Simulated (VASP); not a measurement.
Write the native input for VASP 6.6.1 that does the following.

```yaml
Task: relaxation of cell and atoms
Functional: PBE
Potentials_or_basis: VASP PAW PBE potentials, release 64 (Mg, Cd, S)
Cutoff: 600 eV
k_mesh: 6 × 6 × 2
Occupations: gaussian, width 0.1 eV
Spin: no spin polarisation
Dipole_correction: no
Further_INCAR_settings: ALGO = Normal; EDIFF = 1e-06; IBRION = 2; EDIFFG = -0.04; NSW = 90; ISIF = 3
```

The structure of MgCd2S3 lies in POSCAR:

```
MgCd2S3
1.0
    4.0005497800      0.0000000000      0.0000000000
   -2.0002748900      3.4645777400      0.0000000000
    0.0000000000      0.0000000000      9.7993056600
Mg Cd S
1 2 3
Direct
    0.6666666700      0.3333333300      0.3333333300
    0.0000000000      0.0000000000      0.0000000000
    0.3333333300      0.6666666700      0.6666666700
    0.3333333300      0.6666666700      0.9166666700
    0.6666666700      0.3333333300      0.5833333300
    0.0000000000      0.0000000000      0.2500000000
```

One way to write it, as run:

INCAR

```
PREC = Accurate ; ENCUT = 600
EDIFF = 1E-6 ; ISMEAR = 0
SIGMA = 0.1 ; LREAL = False
LASPH = True ; NELM = 80
ALGO = Normal ; ISIF = 3
LWAVE = False ; LCHARG = False
GGA = PE ; IBRION = 2
NSW = 90 ; EDIFFG = -0.04
```

KPOINTS

```
Automatic mesh
0
Gamma
  6 6 2
```

Potentials or basis: VASP PAW PBE potentials, release 64 (Mg, Cd, S).

Run with:

```bash
$ cat potpaw_PBE.64/Mg/POTCAR potpaw_PBE.64/Cd/POTCAR potpaw_PBE.64/S/POTCAR > POTCAR
$ mpirun -np 1 vasp_std > vasp.out
```

Results of the run:

```json
{"Relaxed volume": "25.05 Å³/atom", "Relaxed cell": "a = 4.141 Å, b = 4.141 Å, c = 10.120 Å, α = 90.00°, β = 90.00°, γ = 120.00°", "Space group after relaxing (to 0.1 Å)": "P3m1 (No. 156)", "Energy gained by relaxing": "64.0 meV/atom", "Ionic steps": "8", "Pressure after relaxing": "0.1 GPa", "Largest force after relaxing": "0.018 eV/Å", "Band gap on the k mesh": "1.52 eV"}
```

Run time: 7 min on 1 thread of Intel Xeon 8259CL, with other jobs on the host, peak memory 0.32 GiB.
